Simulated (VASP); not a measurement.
# AlNi3 (Pm-3m) in VASP: a series of runs, part 3 of 3

VASP 6.6.1. Earlier steps stand in the parts before.

## (6) Single point, PBE, collinear spin, ferromagnetic start

This run uses another cell than the first one, of 11.34 Å³/atom, 0.943 times its volume.

File INCAR:

```
  PREC = Accurate
  ENCUT = 520
  EDIFF = 1E-7
  ISMEAR = 0
  SIGMA = 0.15
  LREAL = F
  LASPH = T
  NELM = 150
  ALGO = Normal
  ISIF = 2
  LWAVE = F
  LCHARG = T
  ISPIN = 2
  MAGMOM = 0 0.3 0.3 0.3
  LORBIT = 11
  LMAXMIX = 4
  GGA = PE
  LELF = T
  LVHAR = T
  NBANDS = 28
```

File KPOINTS:

```
regular mesh
0
Gamma
  14 14 14
```

File POSCAR:

```
AlNi3
1.0
    3.5666788946      0.0000000000      0.0000000000
    0.0000000000      3.5666788946      0.0000000000
    0.0000000000      0.0000000000      3.5666788946
Al Ni
1 3
Direct
    0.0000000000      0.0000000000      0.0000000000
    0.0000000000      0.5000000000      0.5000000000
    0.5000000000      0.0000000000      0.5000000000
    0.5000000000      0.5000000000      0.0000000000
```

Potentials or basis: VASP PAW PBE potentials, release 64 (Al, Ni).

On the command line:

```bash
> cat potpaw_PBE.64/Al/POTCAR potpaw_PBE.64/Ni/POTCAR > POTCAR
> mpirun -np 1 vasp_std > vasp.out
```

OUTCAR:

```text
PREC = Accurate
   ENCUT = 520
   EDIFF = 1E-7
   ISMEAR = 0
   LREAL = F
   LASPH = T
   NELM = 150
   ISIF = 2
   ISPIN = 2
   LORBIT = 11
   GGA = PE

 ion  position               nearest neighbor table
   1  0.000  0.000  0.000-   2 2.52   3 2.52   4 2.52   2 2.52   3 2.52   2 2.52   4 2.52   2 2.52
                             3 2.52   4 2.52   3 2.52   4 2.52
   2  0.000  0.500  0.500-   1 2.52   3 2.52   4 2.52   1 2.52   4 2.52   1 2.52   3 2.52   1 2.52
                             3 2.52   4 2.52   4 2.52   3 2.52
   3  0.500  0.000  0.500-   1 2.52   2 2.52   4 2.52   1 2.52   4 2.52   2 2.52   4 2.52   4 2.52
                             1 2.52   2 2.52   1 2.52   2 2.52
   4  0.500  0.500  0.000-   1 2.52   2 2.52   3 2.52   2 2.52   3 2.52   1 2.52   3 2.52   3 2.52
                             1 2.52   2 2.52   2 2.52   1 2.52

  LATTYP: Found a simple cubic cell.
 ALAT       =     3.5666788946

  Lattice vectors:

 A1 = (   3.5666788946,   0.0000000000,   0.0000000000)
 A2 = (   0.0000000000,   3.5666788946,   0.0000000000)
[... 958 lines left out ...]
      5       6.4458      1.00000
      6       6.4458      1.00000
[... 733 lines left out ...]
     27      23.2160      0.00000
     28      23.9703      0.00000

 [... further k-points ...]
[... 5 lines left out ...]
  --------------------------------------------------------------------------------------
  -------------------------------------------------------------------------------------
  Total        0.0147869      0.0147869      0.0147869      0.0000000      0.0000000      0.0000000
  in kB        0.5221511      0.5221511      0.5221511      0.0000000      0.0000000      0.0000000
  external PRESSURE =       0.5221511 kB  Pullay stress =       0.0000000 kB

 VOLUME and BASIS-vectors are now :
 -----------------------------------------------------------------------------
  energy-cutoff  :      520.00
  volume of cell :       45.37
      direct lattice vectors                 reciprocal lattice vectors
     3.566678895  0.000000000  0.000000000     0.280372871  0.000000000  0.000000000
     0.000000000  3.566678895  0.000000000     0.000000000  0.280372871  0.000000000
     0.000000000  0.000000000  3.566678895     0.000000000  0.000000000  0.280372871

 POSITION                                       TOTAL-FORCE (eV/Angst)
 -----------------------------------------------------------------------------------
      0.00000      0.00000      0.00000         0.000000      0.000000      0.000000
      0.00000      1.78334      1.78334         0.000000      0.000000      0.000000
      1.78334      0.00000      1.78334         0.000000      0.000000      0.000000
      1.78334      1.78334      0.00000         0.000000      0.000000      0.000000
 -----------------------------------------------------------------------------------
    total drift:                                0.000000      0.000000      0.000000

  FREE ENERGIE OF THE ION-ELECTRON SYSTEM (eV)
  ---------------------------------------------------
  free  energy   TOTEN  =       -21.9163473714 eV

  energy  without entropy=      -21.8760585763  energy(sigma->0) =      -21.89620297

 total charge

# of ion       s       p       d       tot
------------------------------------------
    1        0.408   0.390   0.000   0.798
    2        0.491   0.511   8.378   9.380
    3        0.491   0.511   8.378   9.380
    4        0.491   0.511   8.378   9.380
--------------------------------------------------
tot          1.879   1.924  25.134  28.938

 magnetization (x)

# of ion       s       p       d       tot
------------------------------------------
    1       -0.001  -0.007   0.000  -0.008
    2       -0.003  -0.009   0.248   0.236
    3       -0.003  -0.009   0.248   0.236
    4       -0.003  -0.009   0.248   0.236
--------------------------------------------------
tot         -0.009  -0.034   0.743   0.700
```

OSZICAR:

```text
N       E                     dE             d eps       ncg     rms          rms(c)
DAV:   1     0.195015565357E+03    0.19502E+03   -0.13617E+04 13720   0.149E+03
DAV:   2    -0.136626237691E+02   -0.20868E+03   -0.19314E+03 13476   0.293E+02
DAV:   3    -0.258819698723E+02   -0.12219E+02   -0.11308E+02 14912   0.884E+01
DAV:   4    -0.261047088006E+02   -0.22274E+00   -0.22235E+00 15360   0.114E+01
DAV:   5    -0.261128289304E+02   -0.81201E-02   -0.81194E-02 15908   0.193E+00    0.194E+01
DAV:   6    -0.272290840810E+02   -0.11163E+01   -0.31963E+01 15604   0.102E+02    0.214E+01
DAV:   7    -0.219725711635E+02    0.52565E+01   -0.11995E+01 16060   0.555E+01    0.232E+00
DAV:   8    -0.219337763346E+02    0.38795E-01   -0.20675E-01 14416   0.295E+00    0.130E+00
DAV:   9    -0.219122378227E+02    0.21539E-01   -0.17811E-02 18424   0.187E+00    0.490E-01
DAV:  10    -0.219126022797E+02   -0.36446E-03   -0.15148E-03 15596   0.341E-01    0.344E-01
DAV:  11    -0.219143314934E+02   -0.17292E-02   -0.86778E-04 17336   0.521E-01    0.343E-01
DAV:  12    -0.219159387039E+02   -0.16072E-02   -0.14787E-03 17128   0.663E-01    0.165E-01
DAV:  13    -0.219163086848E+02   -0.36998E-03   -0.84603E-04 17792   0.407E-01    0.316E-02
DAV:  14    -0.219163467431E+02   -0.38058E-04   -0.10512E-04 15060   0.116E-01    0.147E-02
DAV:  15    -0.219163439505E+02    0.27927E-05   -0.68933E-06 17728   0.338E-02    0.211E-02
DAV:  16    -0.219163473532E+02   -0.34027E-05   -0.34222E-06 15396   0.335E-02    0.569E-03
DAV:  17    -0.219163473714E+02   -0.18258E-07   -0.81151E-07 16156   0.115E-02
   1 F= -.21916347E+02 E0= -.21896203E+02  d E =-.402888E-01  mag=     0.6606
```

It took 3.2 min on 1 thread of AMD EPYC 9R45 (Zen 5), shared host; peak memory 0.3 GiB.

Results:

| Item | Value |
| --- | --- |
| Free energy | -21.9163 eV |
| Pressure | 0.1 GPa |
| Net moment | 0.66 μB per cell |
| Site moments | Al -0.01; Ni +0.24 μB |
| Valence electrons inside the program's atomic spheres | Al 0.80; Ni 9.38 |

Levels at points of the mesh, in eV from the Fermi level:
Spin up:
| k point | band 14 | band 15 | band 16 | band 17 | band 18 | band 19 | band 20 | band 21 |
| --- | --- | --- | --- | --- | --- | --- | --- | --- |
| (0.00, 0.00, 0.00) | -0.07 | -0.07 | -0.07 | 0.87 | 0.87 | 0.87 | 6.52 | 6.52 |
| (0.50, 0.00, 0.00) | -1.14 | -1.02 | -0.49 | -0.07 | 5.46 | 5.46 | 5.57 | 5.57 |
| (0.50, 0.50, 0.00) | -1.17 | -0.96 | -0.95 | -0.57 | 0.83 | 0.83 | 8.08 | 8.14 |
| (0.50, 0.50, 0.50) | -1.05 | -1.05 | -0.24 | -0.24 | -0.24 | -0.15 | 3.33 | 3.99 |
Spin down:
```
           k point  band 13  band 14  band 15  band 16  band 17  band 18  band 19  band 20
(0.00, 0.00, 0.00)     0.00     0.33     0.33     0.33     0.84     0.84     0.84     6.60
(0.50, 0.00, 0.00)    -0.91    -0.91    -0.81    -0.32     0.33     5.51     5.51     5.61
(0.50, 0.50, 0.00)    -1.11    -1.07    -0.77    -0.58    -0.44     1.10     1.10     8.10
(0.50, 0.50, 0.50)    -1.13    -0.88    -0.88    -0.17     0.10     0.10     0.10     3.42
```

## (7) Summary

```tsv
cell	k mesh	smearing	gap on the mesh (eV)	pressure (GPa)	moment (μB)
a = 3.637 Å, 4 atoms	12 × 12 × 12	gaussian 0.1 eV	none	-9.1	0.74
a = 3.531 Å, 4 atoms	12 × 12 × 12	gaussian 0.1 eV	none	5.9	0.70
a = 3.602 Å, 4 atoms	12 × 12 × 12	gaussian 0.1 eV	none	-4.9	0.72
a = 3.567 Å, 4 atoms	14 × 14 × 14	gaussian 0.15 eV	none	0.1	0.66
```

Alike in all rows: task single point; level PBE; potentials or basis VASP PAW PBE potentials, release 64 (Al, Ni); spin collinear, ferromagnetic start; cutoff (eV) 520.

Absolute energies hang on the potentials; compare differences alone.
